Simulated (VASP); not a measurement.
Zn5BiO:

```
Zn Bi O
1.0
     3.10000    0.00000    0.00000
    -1.55000    2.68468    0.00000
     0.00000    0.00000   13.00000
Zn Bi O
5 1 1
Cartesian
  0.0000 1.7898 12.2200
  0.0000 0.0000 1.9760
  1.5500 0.8949 10.3350
  0.0000 0.0000 8.3850
  0.0000 1.7898 3.9650
  1.5500 0.8949 6.1750
  0.0000 0.0000 0.0000
```

| Property | Result |
| --- | --- |
| Program | VASP 6.6.1 |
| Task | relaxation of cell and atoms |
| Functional | PBE |
| Potentials or basis | VASP PAW PBE potentials, release 64 (Zn, Bi_d, O) |
| Cutoff | 600 eV |
| k mesh | 6 × 6 × 2 |
| Occupations | gaussian, width 0.2 eV |
| Spin | no spin polarisation |

At the start: pressure 14.6 GPa; volume 15.46 Å³/atom.

Problem. How do energy, volume and symmetry change on relaxing?

Solution. Over 12 steps the energy falls by 156.4 meV/atom and the volume is 18.10 Å³/atom (+17.1 %); space group P3m1 (No. 156, to 0.1 Å) before and after.

Step by step:
| step | energy change (eV) | largest force (eV/Å) | pressure (GPa) | volume (Å³) |
| --- | --- | --- | --- | --- |
| 1 | 0.0000 | 1.5065 | 14.56 | 108.19 |
| 2 | -0.8521 | 0.7728 | -2.68 | 131.69 |
| 3 | -0.8791 | 0.7084 | -0.76 | 127.37 |
| 4 | -0.9684 | 0.6678 | -0.38 | 126.88 |
| 5 | -1.0115 | 0.9147 | 0.50 | 126.16 |
| 6 | -1.0617 | 0.4470 | 0.16 | 126.72 |
| 7 | -1.0733 | 0.3131 | 0.01 | 127.16 |
| 8 | -1.0829 | 0.2162 | -0.13 | 127.17 |
| 9 | -1.0874 | 0.2091 | -0.29 | 127.19 |
| 10 | -1.0931 | 0.0952 | 0.10 | 126.45 |
| 11 | -1.0933 | 0.0827 | 0.25 | 126.27 |
| 12 | -1.0949 | 0.0603 | 0.01 | 126.71 |

Final structure:
```yaml
crystal:
  lattice:
    - [3.32203, 0.00000, 0.00000]
    - [-1.66102, 2.87696, 0.00000]
    - [0.00000, 0.00000, 13.25801]
  atoms:
    - { symbol: Zn, position: [0.33333, 0.66667, 0.94674] }
    - { symbol: Zn, position: [0.00000, 0.00000, 0.15377] }
    - { symbol: Zn, position: [0.66667, 0.33333, 0.79434] }
    - { symbol: Zn, position: [0.00000, 0.00000, 0.65728] }
    - { symbol: Zn, position: [0.33333, 0.66667, 0.28514] }
    - { symbol: Bi, position: [0.66667, 0.33333, 0.46614] }
    - { symbol: O, position: [0.00000, 0.00000, 0.00859] }
```

Caveat: the k points lie up to 0.36 Å⁻¹ apart in the final cell, too coarse for converged energies and pressures of a metal; the volume moved by over 15 % at a fixed basis, so the end points are rough; the relaxation stopped at a loose force limit of 0.08 eV/Å, so its end isn't a converged minimum.
